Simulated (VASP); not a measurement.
# LiNbO3 in VASP: a series of runs

The runs below take LiNbO3 through single point, with PBE.

Program: VASP 6.6.1. These are calculated values, not measurements. Logs are shortened: lines on timing, memory, paths and dates and some standing lists are left out, and cuts for length are marked.

## 1. The cell of the first run

The typed cell holds 10 atoms: a = 5.550 Å, b = 5.550 Å, c = 5.550 Å, α = 55.75°, β = 55.75°, γ = 55.75°.

## 2. Single point, PBE

File INCAR:

```
  PREC = Accurate
  ENCUT = 750
  EDIFF = 1E-6
  ISMEAR = -1
  SIGMA = 0.01
  LREAL = F
  LASPH = T
  NELM = 120
  ALGO = Normal
  ISIF = 2
  LWAVE = F
  LCHARG = F
  GGA = PE
  NBANDS = 45
  GGA_COMPAT = F
```

File KPOINTS:

```
regular mesh
0
Gamma
  7 7 7
```

File POSCAR:

```
LiNbO3
1.0
    2.5949501352      1.4981951591      4.6722232478
   -2.5949501352      1.4981951591      4.6722232478
    0.0000000000     -2.9963903182      4.6722232478
Li Nb O
2 2 6
Direct
    0.7183944785      0.7182303876      0.7183546098
    0.2183944777      0.2183546095      0.2182303878
    0.9995007267      0.9998476932      0.9998927449
    0.4995007259      0.4998927446      0.4998476936
    0.2781273552      0.6424602945      0.8886686613
    0.6419951018      0.8893441573      0.2792132455
    0.8901673530      0.2788010812      0.6415571448
    0.3901673523      0.1415571445      0.7788010819
    0.7781273557      0.3886686607      0.1424602943
    0.1419951012      0.7792132457      0.3893441574
```

Potentials or basis: VASP PAW PBE potentials, release 64 (Li_sv, Nb_sv, O).

The run is started by

```sh
cat potpaw_PBE.64/Li_sv/POTCAR potpaw_PBE.64/Nb_sv/POTCAR potpaw_PBE.64/O/POTCAR > POTCAR
mpirun -np 1 vasp_std > vasp.out
```

OUTCAR:

```text
PREC = Accurate
   ENCUT = 750
   EDIFF = 1E-6
   ISMEAR = -1
   LREAL = F
   LASPH = T
   NELM = 120
   ISIF = 2
   GGA = PE

 ion  position               nearest neighbor table
   1  0.718  0.718  0.718-   8 2.08  10 2.08   9 2.08   6 2.26   7 2.27   5 2.27
   2  0.218  0.218  0.218-   7 2.08   6 2.08   5 2.08  10 2.26   8 2.27   9 2.27
   3  1.000  1.000  1.000-   6 1.89   7 1.89   5 1.89   9 2.15  10 2.16   8 2.16
   4  0.500  0.500  0.500-  10 1.89   8 1.89   9 1.89   5 2.15   6 2.16   7 2.16
   5  0.278  0.642  0.889-   3 1.89   2 2.08   4 2.15   1 2.27
   6  0.642  0.889  0.279-   3 1.89   2 2.08   4 2.16   1 2.26
   7  0.890  0.279  0.642-   3 1.89   2 2.08   4 2.16   1 2.27
   8  0.390  0.142  0.779-   4 1.89   1 2.08   3 2.16   2 2.27
   9  0.778  0.389  0.142-   4 1.89   1 2.08   3 2.15   2 2.27
  10  0.142  0.779  0.389-   4 1.89   1 2.08   3 2.16   2 2.26

  LATTYP: Found a trigonal (rhomboedric) cell.
 ALAT       =     5.5504977269
 COS(alpha) =     0.5628563531

  Lattice vectors:

 A1 = (   2.5949501352,   1.4981951591,   4.6722232478)
 A2 = (  -2.5949501352,   1.4981951591,   4.6722232478)
 A3 = (   0.0000000000,  -2.9963903182,   4.6722232478)

Analysis of symmetry for initial positions (statically):
=====================================================================
 Subroutine PRICEL returns:
 Original cell was already a primitive cell.

 Routine SETGRP: Setting up the symmetry group for a
 trigonal (rhombohedral) supercell.

 Subroutine GETGRP returns: Found  2 space group operations
 (whereof  1 operations were pure point group operations)
 out of a pool of 12 trial point group operations.

The static configuration has the point symmetry C_1 .
 The point group associated with its full space group is C_1h.

Analysis of symmetry for dynamics (positions and initial velocities):
=====================================================================
 Subroutine PRICEL returns:
 Original cell was already a primitive cell.

 Routine SETGRP: Setting up the symmetry group for a
 trigonal (rhombohedral) supercell.

 Subroutine GETGRP returns: Found  2 space group operations
 (whereof  1 operations were pure point group operations)
 out of a pool of 12 trial point group operations.

The dynamic configuration has the point symmetry C_1 .
 The point group associated with its full space group is C_1h.

 Subroutine INISYM returns: Found  2 space group operations
 (whereof  1 operations are pure point group operations),
 and found     1 'primitive' translations

----------------------------------------------------------------------------------------

                                     Primitive cell

  volume of cell :     108.9864

  direct lattice vectors                    reciprocal lattice vectors
     2.594950135  1.498195159  4.672223248     0.192681930  0.111244964  0.071343623
    -2.594950135  1.498195159  4.672223248    -0.192681930  0.111244964  0.071343623
     0.000000000 -2.996390318  4.672223248     0.000000000 -0.222489928  0.071343623

  length of vectors
     5.550497727  5.550497727  5.550497727     0.233648626  0.233648626  0.233648626

  position of ions in fractional coordinates (direct lattice)
     0.718394479  0.718230388  0.718354610
     0.218394478  0.218354609  0.218230388
     0.999500727  0.999847693  0.999892745
     0.499500726  0.499892745  0.499847694
     0.278127355  0.642460294  0.888668661
     0.641995102  0.889344157  0.279213246
     0.890167353  0.278801081  0.641557145
     0.390167352  0.141557144  0.778801082
     0.778127356  0.388668661  0.142460294
     0.141995101  0.779213246  0.389344157

  ion indices of the primitive-cell ions
   primitive index   ion index
                 1           1
                 2           2
                 3           3
                 4           4
                 5           5
                 6           6
                 7           7
                 8           8
                 9           9
                10          10

----------------------------------------------------------------------------------------

 KPOINTS: regular mesh

Automatic generation of k-mesh.
 Grid dimensions read from file:
 generate k-points for:    7    7    7

 Generating k-lattice:

  Cartesian coordinates                     Fractional coordinates (reciprocal lattice)
     0.027525990  0.015892138  0.010191946     0.142857143  0.000000000 -0.000000000
    -0.027525990  0.015892138  0.010191946     0.000000000  0.142857143 -0.000000000
     0.000000000 -0.031784275  0.010191946    -0.000000000 -0.000000000  0.142857143

  Length of vectors
     0.033378375  0.033378375  0.033378375

  Shift w.r.t. Gamma in fractional coordinates (k-lattice)
     0.000000000  0.000000000  0.000000000

 Subroutine IBZKPT returns following result:
 ===========================================

 Found    100 irreducible k-points:

 Following reciprocal coordinates:
            Coordinates               Weight
  0.000000  0.000000  0.000000      1.000000
  0.142857 -0.000000  0.000000      2.000000
 -0.000000  0.142857  0.000000      4.000000
  0.285714 -0.000000 -0.000000      2.000000
 -0.000000  0.285714 -0.000000      4.000000
  0.428571  0.000000  0.000000      2.000000
[... 16 lines left out ...]
  0.000000 -0.142857  0.142857      2.000000
  0.285714  0.285714  0.000000      4.000000
 [... further k-points ...]
   k-points           NKPTS =    100   k-points in BZ     NKDIM =    100   number of bands    NBANDS=     45
   number of dos      NEDOS =    301   number of ions     NIONS =     10
   total plane-waves  NPLWV = 125000
   dimension x,y,z NGX =    50 NGY =   50 NGZ =   50
   dimension x,y,z NGXF=   100 NGYF=  100 NGZF=  100
   ions per type =               2   2   6
   NGX,Y,Z   is equivalent  to a cutoff of  14.98, 14.98, 14.98 a.u.
   NGXF,Y,Z  is equivalent  to a cutoff of  29.95, 29.95, 29.95 a.u.
 SYSTEM =  unknown system
   PREC   = accura    normal or accurate (medium, high low for compatibility)
   ISTART =      0    job   : 0-new  1-cont  2-samecut
   ICHARG =      2    charge: 1-file 2-atom 10-const
   ISPIN  =      1    spin polarized calculation?
   LNONCOLLINEAR =      F non collinear calculations
   LSORBIT =      F    spin-orbit coupling
   LASPH  =      T    aspherical Exc in radial PAW
   ENCUT  =  750.0 eV  55.12 Ry    7.42 a.u.  12.39 12.39 12.39*2*pi/ulx,y,z
   NELM   =    120;   NELMIN=  2; NELMDL= -5     # of ELM steps
   EDIFF  = 0.1E-05   stopping-criterion for ELM
   LREAL  =      F    real-space projection
   EDIFFG = 0.1E-04   stopping-criterion for IOM
   NSW    =      0    number of steps for IOM
   IBRION =     -1    ionic relax: 0-MD 1-quasi-New 2-CG
   NFREE  =      0    steps in history (QN), initial steepest desc. (CG)
   ISIF   =      2    stress and relaxation
   ISYM   =      2    0-nonsym 1-usesym 2-fastsym
   POTIM  = 0.5000    time-step for ionic-motion
   TEBEG  =    0.0;   TEEND  =   0.0 temperature during run
   PSTRESS=    0.0 pullay stress
   NELECT =      68.0000    total number of electrons
   NUPDOWN=      -1.0000    fix difference up-down
   EMIN   =  10.00;   EMAX   =-10.00  energy-range for DOS
   EFERMI =   0.00;   METHOD = LEGACY
   ISMEAR =    -1;   SIGMA  =   0.01  broadening in eV -4-tet -1-fermi 0-gaus
   EFERMI_NEDOS =   21; number of points for ismear=-14 and -15
   IALGO  =     38    algorithm
   IMIX   =      4    mixing-type and parameters
     AMIX     =   0.40;   BMIX     =  1.00
     AMIX_MAG =   1.60;   BMIX_MAG =  1.00
  volume/ion in A,a.u.               =      10.90        73.55
  Fermi-wavevector in a.u.,A,eV,Ry     =   1.398901  2.643540 26.625577  1.956925
  Thomas-Fermi vector in A             =   2.522014
   LORBIT       =      0    0 simple, 1 ext, 2 COOP (PROOUT), +10 PAW based schemes
   GGA     = PE    functional components
   LHFCALC =     F    Hartree Fock is set to
   AEXX    =    0.0000 exact exchange contribution
   IVDW    =     0    specifies the selected vdW correction
   LEPSILON=     F    determine dielectric tensor
   LRPA    =     F    only Hartree local field effects (RPA)
 non-spin polarized calculation
  energy-cutoff  :      750.00
  volume of cell :      108.99
 maximum number of plane-waves:      5127
 NGX is ok and might be reduce to    50

 number of electron      67.9999999 magnetization

 Free energy of the ion-electron system (eV)
  ---------------------------------------------------
  ext. energy  EPLUGINS =         0.00000000
  ---------------------------------------------------
  free energy    TOTEN  =       -80.07743156 eV

  energy without entropy =      -80.07743156  energy(sigma->0) =      -80.07743156

 E-fermi :   3.6733     XC(G=0): -10.6665

 val. band max:        3.3220262296   @ k =   0.1429   0.1429   0.1429
 cond. band min:       6.8476315488   @ k =   0.1429   0.1429   0.0000
 fundamental gap:      3.5256053191
 Fermi energy:         3.6733137201

 k-point     1 :       0.0000    0.0000    0.0000
  band No.  band energies     occupation
      1     -50.9241      2.00000
      2     -50.9108      2.00000
      3     -39.3408      2.00000
      4     -39.3385      2.00000
      5     -27.1946      2.00000
      6     -27.1946      2.00000
[... 37 lines left out ...]
     44      13.0222      0.00000
     45      13.0813      0.00000

 k-point     2 :       0.1429   -0.0000    0.0000
  band No.  band energies     occupation
      1     -50.9234      2.00000
      2     -50.9115      2.00000
      3     -39.3407      2.00000
      4     -39.3386      2.00000
      5     -27.1888      2.00000
      6     -27.1879      2.00000
[... 37 lines left out ...]
     44      12.9496      0.00000
     45      13.0420      0.00000

 k-point     3 :      -0.0000    0.1429    0.0000
  band No.  band energies     occupation
      1     -50.9234      2.00000
      2     -50.9115      2.00000
      3     -39.3407      2.00000
      4     -39.3386      2.00000
      5     -27.1888      2.00000
      6     -27.1879      2.00000
[... 37 lines left out ...]
     44      12.9749      0.00000
     45      13.0163      0.00000

 k-point     4 :       0.2857   -0.0000   -0.0000
  band No.  band energies     occupation
      1     -50.9216      2.00000
      2     -50.9133      2.00000
      3     -39.3404      2.00000
      4     -39.3390      2.00000
      5     -27.1716      2.00000
      6     -27.1690      2.00000
[... 901 lines left out ...]
     44      12.8224      0.00000
     45      12.9645      0.00000

 k-point    23 :       0.0000   -0.1429    0.1429
  band No.  band energies     occupation
      1     -50.9224      2.00000
      2     -50.9125      2.00000
      3     -39.3405      2.00000
      4     -39.3388      2.00000
      5     -27.1910      2.00000
      6     -27.1694      2.00000
[... 37 lines left out ...]
     44      12.8027      0.00000
     45      12.9949      0.00000

 k-point    24 :       0.2857    0.2857    0.0000
  band No.  band energies     occupation
      1     -50.9214      2.00000
      2     -50.9135      2.00000
      3     -39.3404      2.00000
      4     -39.3390      2.00000
      5     -27.2005      2.00000
      6     -27.1674      2.00000
[... 37 lines left out ...]
     44      12.1611      0.00000
     45      13.1086      0.00000

 [... further k-points ...]
[... 5 lines left out ...]
  --------------------------------------------------------------------------------------
  -------------------------------------------------------------------------------------
  Total       -0.3763737     -0.3782001     -0.3611974      0.0015817     -0.0045924     -0.0079542
  in kB       -5.5329612     -5.5598101     -5.3098585      0.0232518     -0.0675113     -0.1169331
  external PRESSURE =      -5.4675433 kB  Pullay stress =       0.0000000 kB

 VOLUME and BASIS-vectors are now :
 -----------------------------------------------------------------------------
  energy-cutoff  :      750.00
  volume of cell :      108.99
      direct lattice vectors                 reciprocal lattice vectors
     2.594950135  1.498195159  4.672223248     0.192681930  0.111244964  0.071343623
    -2.594950135  1.498195159  4.672223248    -0.192681930  0.111244964  0.071343623
     0.000000000 -2.996390318  4.672223248     0.000000000 -0.222489928  0.071343623

 POSITION                                       TOTAL-FORCE (eV/Angst)
 -----------------------------------------------------------------------------------
      0.00043     -0.00013     10.06855        -0.000906      0.001922      0.003650
      0.00010      0.00043      3.06021         0.001211     -0.001745      0.003650
     -0.00090     -0.00065     14.01312        -0.001192      0.021283     -0.011795
     -0.00102     -0.00045      7.00479         0.017836     -0.011673     -0.011795
     -0.94543     -1.28358      8.45325         0.003764     -0.014603      0.023984
     -0.64186      1.45761      8.45931         0.018718      0.015971     -0.012496
      1.58646     -0.17101      8.45918        -0.018824     -0.027274     -0.003344
      0.64513     -1.53696      6.12307        -0.033032     -0.002665     -0.003344
      1.01063      1.32122      6.11714        -0.010765      0.010561      0.023984
     -1.65355      0.21352      6.12319         0.023190      0.008225     -0.012496
 -----------------------------------------------------------------------------------
    total drift:                                0.000022      0.000033     -0.000860

  FREE ENERGIE OF THE ION-ELECTRON SYSTEM (eV)
  ---------------------------------------------------
  free  energy   TOTEN  =       -80.0774315619 eV

  energy  without entropy=      -80.0774315619  energy(sigma->0) =      -80.07743156
```

Run time: 8.6 min. Hardware: 1 thread of Intel Xeon 6975P-C (Granite Rapids), shared host; peak memory 0.8 GiB.

Results:

| Quantity | Value |
| --- | --- |
| Free energy | -80.0774 eV |
| Pressure | -0.5 GPa |
| Largest force | 0.033 eV/Å |
| Band gap on the k mesh | 3.53 eV (least direct gap 3.55 eV) |

Forces in eV/Å, atoms in the order of the input:
```
Li  -0.001  0.002  0.004
Li   0.001 -0.002  0.004
Nb  -0.001  0.021 -0.012
Nb   0.018 -0.012 -0.012
O    0.004 -0.015  0.024
O    0.019  0.016 -0.012
O   -0.019 -0.027 -0.003
O   -0.033 -0.003 -0.003
O   -0.011  0.011  0.024
O    0.023  0.008 -0.012
```

Levels at points of the mesh, in eV from the valence-band top:
```tsv
k point	band 31	band 32	band 33	band 34	band 35	band 36	band 37	band 38
(0.00, 0.00, 0.00)	-0.69	-0.51	-0.01	-0.01	3.55	3.55	4.00	5.06
```

A k mesh can miss the band edges. Expect the measured gap to be larger: semilocal functionals such as PBE lack the derivative discontinuity.

## 3. Single point, PBE

This run uses another cell than the first one: it holds 40 atoms, not 10.

File INCAR:

```
SYSTEM = LiNbO3
PREC = Accurate
ENCUT = 880
EDIFF = 1E-6
ISMEAR = -1
SIGMA = 0.01
LREAL = Auto
LASPH = .True.
NELM = 120
ALGO = Normal
ISIF = 2
LWAVE = .False.
LCHARG = .True.
GGA = PE
LELF = .True.
LVHAR = .True.
NBANDS = 162
GGA_COMPAT = .False.
ISYM = -1
```

File KPOINTS:

```
explicit points
1
Reciprocal
  0.25000000   0.25000000   0.25000000 1
```

File POSCAR:

```
LiNbO3
1.0
    2.5949501352      1.4981951591      4.6722232478
   -5.1899002704      2.9963903182      9.3444464955
    0.0000000000     -5.9927806363      9.3444464955
Li Nb O
8 8 24
Direct
    0.7183582876      0.3591791438      0.3591791438
    0.2183582876      0.1091791438      0.1091791438
    0.7183582876      0.3591791438      0.8591791438
    0.2183582876      0.1091791438      0.6091791438
    0.7183582876      0.8591791438      0.3591791438
    0.2183582876      0.6091791438      0.1091791438
    0.7183582876      0.8591791438      0.8591791438
    0.2183582876      0.6091791438      0.6091791438
    0.9994820125      0.4997410062      0.4997410062
    0.4994820125      0.2497410062      0.2497410062
    0.9994820125      0.4997410062      0.9997410062
    0.4994820125      0.2497410062      0.7497410063
    0.9994820125      0.9997410062      0.4997410062
    0.4994820125      0.7497410063      0.2497410062
    0.9994820125      0.9997410062      0.9997410062
    0.4994820125      0.7497410063      0.7497410063
    0.2789058864      0.3209637481      0.4447556587
    0.6419274962      0.4447556587      0.1394529432
    0.8895113174      0.1394529432      0.3209637481
    0.3895113174      0.0709637481      0.3894529432
    0.7789058864      0.1947556587      0.0709637481
    0.1419274962      0.3894529432      0.1947556587
    0.2789058864      0.3209637481      0.9447556587
    0.6419274962      0.4447556587      0.6394529432
    0.8895113174      0.1394529432      0.8209637481
    0.3895113174      0.0709637481      0.8894529432
    0.7789058864      0.1947556587      0.5709637481
    0.1419274962      0.3894529432      0.6947556587
    0.2789058864      0.8209637481      0.4447556587
    0.6419274962      0.9447556587      0.1394529432
    0.8895113174      0.6394529432      0.3209637481
    0.3895113174      0.5709637481      0.3894529432
    0.7789058864      0.6947556587      0.0709637481
    0.1419274962      0.8894529432      0.1947556587
    0.2789058864      0.8209637481      0.9447556587
    0.6419274962      0.9447556587      0.6394529432
    0.8895113174      0.6394529432      0.8209637481
    0.3895113174      0.5709637481      0.8894529432
    0.7789058864      0.6947556587      0.5709637481
    0.1419274962      0.8894529432      0.6947556587
```

Potentials or basis: VASP PAW PBE potentials, release 64 (Li_sv, Nb_sv, O).

The run is started by

```sh
cat potpaw_PBE.64/Li_sv/POTCAR potpaw_PBE.64/Nb_sv/POTCAR potpaw_PBE.64/O/POTCAR > POTCAR
mpirun -np 1 vasp_std > vasp.out
```

Run time: 9.1 min. Hardware: 1 thread of Intel Xeon Platinum 8488C (Sapphire Rapids), shared host; peak memory 1.2 GiB.

Results (log left out):

```yaml
Free_energy: -320.3672 eV
Pressure: -0.3 GPa
Largest_force: 0.091 eV/Å
Band_gap_on_the_k_mesh: 3.73 eV
```

Forces in eV/Å, atoms in the order of the input:
```
Li  -0.003  0.001 -0.005
Li  -0.001 -0.003 -0.005
Li  -0.003  0.001 -0.005
Li  -0.001 -0.003 -0.005
Li  -0.003  0.001 -0.005
Li  -0.001 -0.003 -0.005
Li  -0.003  0.001 -0.005
Li  -0.001 -0.003 -0.005
Nb  -0.012 -0.015  0.089
Nb  -0.019 -0.003  0.089
Nb  -0.012 -0.015  0.089
Nb  -0.019 -0.003  0.089
Nb  -0.012 -0.015  0.089
Nb  -0.019 -0.003  0.089
Nb  -0.013 -0.015  0.089
Nb  -0.019 -0.003  0.089
O   -0.009  0.035 -0.049
O    0.010 -0.016 -0.015
O    0.007  0.010 -0.021
O    0.012  0.001 -0.021
O    0.026 -0.025 -0.049
O   -0.009  0.016 -0.015
O   -0.009  0.035 -0.049
O    0.010 -0.016 -0.015
O    0.007  0.010 -0.021
O    0.012  0.001 -0.021
O    0.026 -0.025 -0.049
O   -0.009  0.016 -0.015
O   -0.009  0.035 -0.049
O    0.010 -0.016 -0.015
O    0.007  0.010 -0.021
O    0.012  0.001 -0.021
O    0.026 -0.025 -0.049
O   -0.009  0.016 -0.015
O   -0.009  0.035 -0.049
O    0.010 -0.016 -0.015
O    0.007  0.010 -0.021
O    0.012  0.001 -0.021
O    0.026 -0.025 -0.049
O   -0.009  0.016 -0.015
```

Stress tensor (GPa, compression positive):
```
-0.25  0.01 -0.07
 0.01 -0.26 -0.04
-0.07 -0.04 -0.32
```

Levels at points of the mesh, in eV from the valence-band top:
```
           k point  band 133  band 134  band 135  band 136  band 137  band 138  band 139  band 140
(0.25, 0.25, 0.25)     -0.11     -0.06     -0.01      0.00      3.73      3.77      3.77      3.89
```

Caveat: a shifted mesh leaves out Γ, where band edges can lie. A k mesh can miss the band edges.

(Continued in part 2 of 3.)
